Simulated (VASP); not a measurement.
Ge3Pd:

```
Pd Ge
1.0
     4.19653    0.00000    0.00000
     0.00000    4.19653    0.00000
     0.00000    0.00000    4.19653
Pd Ge
1 3
Direct
  0.00000 0.00000 0.00000
  0.50000 0.50000 0.00000
  0.50000 0.00000 0.50000
  0.00000 0.50000 0.50000
```

Base run:

| Item | Value |
| --- | --- |
| Program | VASP 6.6.1 |
| Functional | PBE |
| Potentials or basis | VASP PAW PBE potentials, release 64 (Pd, Ge_d) |
| Cutoff | 520 eV |
| k mesh | 7 × 7 × 7 |
| Occupations | fermi-dirac, width 0.05 eV |
| Spin | no spin polarisation |

Its results: band gap on the k mesh zero (bands 26 and 27 overlap by 1.48 eV); pressure -3.1 GPa.

Question: The run is repeated on the same cell with these changes: functional from PBE to PBEsol. What comes out?

Answer: Band gap on the k mesh zero (bands 26 and 27 overlap by 1.48 eV); pressure -7.3 GPa.

PBEsol binds more tightly than PBE, so the same cell stands under less pressure.

Caveats: the cell stands under tension; the PAW data sets were made with another functional, which shifts forces and pressure a little (at least some runs).
